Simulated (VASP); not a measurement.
# CdF2 in VASP: notebook, part 2 of 2

VASP 6.6.1. Earlier steps stand in the parts before.

## (4) Single point, PBE (uniaxial x strain +3.0%)

Input file INCAR:

```
SYSTEM = CdF2
  PREC = Accurate
  ENCUT = 600
  EDIFF = 1E-6
  ISMEAR = -1
  SIGMA = 0.02
  LREAL = .FALSE.
  LASPH = .TRUE.
  NELM = 120
  ALGO = Normal
  ISIF = 2
  LWAVE = .FALSE.
  LCHARG = .TRUE.
  GGA = PE
  LELF = .TRUE.
  LVHAR = .TRUE.
  NBANDS = 24
  GGA_COMPAT = .FALSE.
```

Input file KPOINTS:

```
regular mesh
0
G
  8 8 8
  0 0 0
```

Input file POSCAR:

```
CdF2
1.0
    0.0000000000      2.6941776810      2.6941776810
    2.7736559226      0.0000000000      2.6941776810
    2.7736559226      2.6941776810      0.0000000000
Cd F
1 2
Direct
    0.0000000000      0.0000000000      0.0000000000
    0.2500000000      0.2500000000      0.2500000000
    0.7500000000      0.7500000000      0.7500000000
```

Potentials or basis: VASP PAW PBE potentials, release 64 (Cd_sv_GW, F).

Launch:

```sh
cat potpaw_PBE.64/Cd_sv_GW/POTCAR potpaw_PBE.64/F/POTCAR > POTCAR
mpirun -np 1 vasp_std > vasp.out
```

OUTCAR:

```text
SYSTEM = CdF2
   PREC = Accurate
   ENCUT = 600
   EDIFF = 1E-6
   ISMEAR = -1
   LREAL = .FALSE.
   LASPH = .TRUE.
   NELM = 120
   ISIF = 2
   GGA = PE

 ion  position               nearest neighbor table
   1  0.000  0.000  0.000-
   2  0.250  0.250  0.250-
   3  0.750  0.750  0.750-

  LATTYP: Found a body centered tetragonal cell.
 ALAT       =     3.8101426159
 C/A-ratio  =     1.4559328625

  Lattice vectors:

 A1 = (   2.7736559226,   0.0000000000,   2.6941776810)
 A2 = (   2.7736559226,   0.0000000000,  -2.6941776810)
 A3 = (  -2.7736559226,   2.6941776810,   0.0000000000)

Analysis of symmetry for initial positions (statically):
=====================================================================
 Subroutine PRICEL returns:
 Original cell was already a primitive cell.

 Routine SETGRP: Setting up the symmetry group for a
 body centered tetragonal supercell.

 Subroutine GETGRP returns: Found 16 space group operations
 (whereof 16 operations were pure point group operations)
 out of a pool of 16 trial point group operations.

The static configuration has the point symmetry D_4h.

Analysis of symmetry for dynamics (positions and initial velocities):
=====================================================================
 Subroutine PRICEL returns:
 Original cell was already a primitive cell.

 Routine SETGRP: Setting up the symmetry group for a
 body centered tetragonal supercell.

 Subroutine GETGRP returns: Found 16 space group operations
 (whereof 16 operations were pure point group operations)
 out of a pool of 16 trial point group operations.

The dynamic configuration has the point symmetry D_4h.

 Subroutine INISYM returns: Found 16 space group operations
 (whereof 16 operations are pure point group operations),
 and found     1 'primitive' translations

----------------------------------------------------------------------------------------

                                     Primitive cell

  volume of cell :      40.2657

  direct lattice vectors                    reciprocal lattice vectors
     0.000000000  2.694177681  2.694177681    -0.180267493  0.185585384  0.185585384
     2.773655923  0.000000000  2.694177681     0.180267493 -0.185585384  0.185585384
     2.773655923  2.694177681  0.000000000     0.180267493  0.185585384 -0.185585384

  length of vectors
     3.810142616  3.866750645  3.866750645     0.318402636  0.318402636  0.318402636

  position of ions in fractional coordinates (direct lattice)
     0.000000000  0.000000000  0.000000000
     0.250000000  0.250000000  0.250000000
     0.750000000  0.750000000  0.750000000

  ion indices of the primitive-cell ions
   primitive index   ion index
                 1           1
                 2           2
                 3           3

----------------------------------------------------------------------------------------

 KPOINTS: regular mesh

Automatic generation of k-mesh.
 Grid dimensions read from file:
 generate k-points for:    8    8    8

 Generating k-lattice:

  Cartesian coordinates                     Fractional coordinates (reciprocal lattice)
    -0.022533437  0.023198173  0.023198173     0.125000000  0.000000000  0.000000000
     0.022533437 -0.023198173  0.023198173     0.000000000  0.125000000  0.000000000
     0.022533437  0.023198173 -0.023198173     0.000000000  0.000000000  0.125000000

  Length of vectors
     0.039800330  0.039800330  0.039800330

  Shift w.r.t. Gamma in fractional coordinates (k-lattice)
     0.000000000  0.000000000  0.000000000

 Subroutine IBZKPT returns following result:
 ===========================================

 Found     59 irreducible k-points:

 Following reciprocal coordinates:
            Coordinates               Weight
  0.000000  0.000000  0.000000      1.000000
  0.125000  0.000000  0.000000      8.000000
  0.250000  0.000000  0.000000      8.000000
  0.375000  0.000000  0.000000      8.000000
  0.500000  0.000000  0.000000      4.000000
  0.125000  0.125000  0.000000      4.000000
[... 16 lines left out ...]
  0.250000  0.125000  0.125000      4.000000
  0.375000  0.125000  0.125000      8.000000
 [... further k-points ...]
   k-points           NKPTS =     59   k-points in BZ     NKDIM =     59   number of bands    NBANDS=     24
   number of dos      NEDOS =    301   number of ions     NIONS =      3
   total plane-waves  NPLWV =  30720
   dimension x,y,z NGX =    30 NGY =   32 NGZ =   32
   dimension x,y,z NGXF=    60 NGYF=   64 NGZF=   64
   ions per type =               1   2
   NGX,Y,Z   is equivalent  to a cutoff of  13.09, 13.76, 13.76 a.u.
   NGXF,Y,Z  is equivalent  to a cutoff of  26.18, 27.52, 27.52 a.u.
 SYSTEM =  CdF2
   PREC   = accura    normal or accurate (medium, high low for compatibility)
   ISTART =      0    job   : 0-new  1-cont  2-samecut
   ICHARG =      2    charge: 1-file 2-atom 10-const
   ISPIN  =      1    spin polarized calculation?
   LNONCOLLINEAR =      F non collinear calculations
   LSORBIT =      F    spin-orbit coupling
   LASPH  =      T    aspherical Exc in radial PAW
   ENCUT  =  600.0 eV  44.10 Ry    6.64 a.u.   7.61  7.72  7.72*2*pi/ulx,y,z
   NELM   =    120;   NELMIN=  2; NELMDL= -5     # of ELM steps
   EDIFF  = 0.1E-05   stopping-criterion for ELM
   LREAL  =      F    real-space projection
   EDIFFG = 0.1E-04   stopping-criterion for IOM
   NSW    =      0    number of steps for IOM
   IBRION =     -1    ionic relax: 0-MD 1-quasi-New 2-CG
   NFREE  =      0    steps in history (QN), initial steepest desc. (CG)
   ISIF   =      2    stress and relaxation
   ISYM   =      2    0-nonsym 1-usesym 2-fastsym
   POTIM  = 0.5000    time-step for ionic-motion
   TEBEG  =    0.0;   TEEND  =   0.0 temperature during run
   PSTRESS=    0.0 pullay stress
   NELECT =      34.0000    total number of electrons
   NUPDOWN=      -1.0000    fix difference up-down
   EMIN   =  10.00;   EMAX   =-10.00  energy-range for DOS
   EFERMI =   0.00;   METHOD = LEGACY
   ISMEAR =    -1;   SIGMA  =   0.02  broadening in eV -4-tet -1-fermi 0-gaus
   EFERMI_NEDOS =   21; number of points for ismear=-14 and -15
   IALGO  =     38    algorithm
   IMIX   =      4    mixing-type and parameters
     AMIX     =   0.40;   BMIX     =  1.00
     AMIX_MAG =   1.60;   BMIX_MAG =  1.00
  volume/ion in A,a.u.               =      13.42        90.58
  Fermi-wavevector in a.u.,A,eV,Ry     =   1.547353  2.924074 32.576455  2.394302
  Thomas-Fermi vector in A             =   2.652459
   LORBIT       =      0    0 simple, 1 ext, 2 COOP (PROOUT), +10 PAW based schemes
   GGA     = PE    functional components
   LHFCALC =     F    Hartree Fock is set to
   AEXX    =    0.0000 exact exchange contribution
   IVDW    =     0    specifies the selected vdW correction
   LEPSILON=     F    determine dielectric tensor
   LRPA    =     F    only Hartree local field effects (RPA)
 non-spin polarized calculation
  energy-cutoff  :      600.00
  volume of cell :       40.27
 maximum number of plane-waves:      1371
   NGX = 15   NGY = 15   NGZ = 15

 number of electron      33.9999993 magnetization

 Free energy of the ion-electron system (eV)
  ---------------------------------------------------
  ext. energy  EPLUGINS =         0.00000000
  ---------------------------------------------------
  free energy    TOTEN  =       -10.99588547 eV

  energy without entropy =      -10.99588547  energy(sigma->0) =      -10.99588547

 E-fermi :   0.9132     XC(G=0): -10.3926

 val. band max:        0.4035062156   @ k =   0.5000  -0.2500   0.2500
 cond. band min:       3.3481799093   @ k =   0.0000   0.0000   0.0000
 fundamental gap:      2.9446736937
 Fermi energy:         0.9131816303

 k-point     1 :       0.0000    0.0000    0.0000
  band No.  band energies     occupation
      1     -98.1174      2.00000
      2     -59.2175      2.00000
      3     -59.2175      2.00000
      4     -59.2056      2.00000
      5     -20.2669      2.00000
      6     -19.2424      2.00000
[... 16 lines left out ...]
     23      19.7497      0.00000
     24      20.3915      0.00000

 k-point     2 :       0.1250    0.0000    0.0000
  band No.  band energies     occupation
      1     -98.1174      2.00000
      2     -59.2176      2.00000
      3     -59.2174      2.00000
      4     -59.2056      2.00000
      5     -20.2206      2.00000
      6     -19.2828      2.00000
[... 586 lines left out ...]
 k-point    24 :       0.3750    0.1250    0.1250
  band No.  band energies     occupation
      1     -98.1174      2.00000
      2     -59.2185      2.00000
      3     -59.2175      2.00000
      4     -59.2059      2.00000
      5     -20.0015      2.00000
      6     -19.4744      2.00000
[... 16 lines left out ...]
     23      18.5232      0.00000
     24      20.9105      0.00000

 [... further k-points ...]
[... 5 lines left out ...]
  --------------------------------------------------------------------------------------
  -------------------------------------------------------------------------------------
  Total       -0.1671059      0.6117014      0.6117014     -0.0000000      0.0000000     -0.0000000
  in kB       -6.6491663     24.3396862     24.3396862     -0.0000000      0.0000000     -0.0000000
  external PRESSURE =      14.0100687 kB  Pullay stress =       0.0000000 kB

 VOLUME and BASIS-vectors are now :
 -----------------------------------------------------------------------------
  energy-cutoff  :      600.00
  volume of cell :       40.27
      direct lattice vectors                 reciprocal lattice vectors
     0.000000000  2.694177681  2.694177681    -0.180267493  0.185585384  0.185585384
     2.773655923  0.000000000  2.694177681     0.180267493 -0.185585384  0.185585384
     2.773655923  2.694177681  0.000000000     0.180267493  0.185585384 -0.185585384

 POSITION                                       TOTAL-FORCE (eV/Angst)
 -----------------------------------------------------------------------------------
      0.00000      0.00000      0.00000        -0.000000      0.000000      0.000000
      1.38683      1.34709      1.34709         0.000000      0.000000      0.000000
      4.16048      4.04127      4.04127        -0.000000     -0.000000     -0.000000
 -----------------------------------------------------------------------------------
    total drift:                                0.000000     -0.000000     -0.000000

  FREE ENERGIE OF THE ION-ELECTRON SYSTEM (eV)
  ---------------------------------------------------
  free  energy   TOTEN  =       -10.9958854730 eV

  energy  without entropy=      -10.9958854730  energy(sigma->0) =      -10.99588547
```

OSZICAR:

```text
N       E                     dE             d eps       ncg     rms          rms(c)
DAV:   1     0.629212192061E+03    0.62921E+03   -0.21150E+04  2864   0.210E+03
DAV:   2     0.462274112074E+02   -0.58298E+03   -0.52719E+03  2848   0.673E+02
DAV:   3    -0.108356819448E+02   -0.57063E+02   -0.56237E+02  4256   0.231E+02
DAV:   4    -0.126579297590E+02   -0.18222E+01   -0.18218E+01  3160   0.454E+01
DAV:   5    -0.127303785392E+02   -0.72449E-01   -0.72447E-01  4320   0.927E+00    0.120E+01
DAV:   6    -0.110021995321E+02    0.17282E+01   -0.41089E+00  4160   0.494E+01    0.996E+00
DAV:   7    -0.110091880585E+02   -0.69885E-02   -0.49051E-01  2888   0.707E+00    0.665E+00
DAV:   8    -0.110061816056E+02    0.30065E-02   -0.15734E-01  3704   0.659E+00    0.144E+00
DAV:   9    -0.109955470106E+02    0.10635E-01   -0.38060E-02  4096   0.427E+00    0.186E-01
DAV:  10    -0.109958360085E+02   -0.28900E-03   -0.22634E-03  3264   0.508E-01    0.209E-01
DAV:  11    -0.109958778798E+02   -0.41871E-04   -0.28728E-04  4160   0.430E-01    0.462E-02
DAV:  12    -0.109958813667E+02   -0.34869E-05   -0.28399E-05  3896   0.456E-02    0.823E-03
DAV:  13    -0.109958854029E+02   -0.40362E-05   -0.52691E-06  3144   0.201E-02    0.146E-03
DAV:  14    -0.109958854730E+02   -0.70067E-07   -0.13940E-07  2560   0.120E-02
   1 F= -.10995885E+02 E0= -.10995885E+02  d E =-.818707E-13
```

Wall time 54 s (1 thread of AMD EPYC 9R45 (Zen 5), shared host); peak memory 0.2 GiB.

Results:

```
Free energy            : -10.9959 eV
Pressure               : 1.4 GPa
Band gap on the k mesh : 2.94 eV, indirect (least direct gap 3.46 eV)
```

Levels at points of the mesh, in eV from the valence-band top:
```
           k point  band 15  band 16  band 17  band 18  band 19  band 20
(0.00, 0.00, 0.00)    -0.59    -0.59    -0.51     2.94    12.51    12.51
(0.50, 0.00, 0.00)    -1.72    -0.45    -0.44     6.93     9.02    14.13
(0.50, 0.50, 0.00)    -0.43    -0.17    -0.07     7.73     9.45    11.84
(0.00, 0.50, 0.50)    -0.59    -0.09    -0.09     7.76     9.53    11.86
```

Caveat: the cell differs from its parent crystal (uniaxial x strain +3.0%).

## (5) Summary

| potentials or basis | cell | cutoff (eV) | second run | gap on the mesh (eV) | pressure (GPa) |
| --- | --- | --- | --- | --- | --- |
| VASP PAW PBE potentials, release 64 (Cd, F) | a = 3.742 Å, angles 61.2°, 3 atoms | 520 | - | 3.16 | 9.8 |
| VASP PAW PBE potentials, release 64 (Cd_sv_GW, F) | a = 3.842, b = 3.842, c = 3.873 Å, angles 59.7, 59.7, 60.5°, 3 atoms | 600 | valence_matched | 2.96 | 1.0 |
| VASP PAW PBE potentials, release 64 (Cd_sv_GW, F) | a = 3.810, b = 3.867, c = 3.867 Å, angles 59.0, 60.5, 60.5°, 3 atoms | 600 | valence_matched | 2.94 | 1.4 |

Alike in all rows: task single point; level PBE; no spin polarisation; k mesh 8 × 8 × 8; smearing fermi-dirac 0.02 eV.

Total energies depend on the potentials used, so only differences within one code and one set of settings carry meaning.
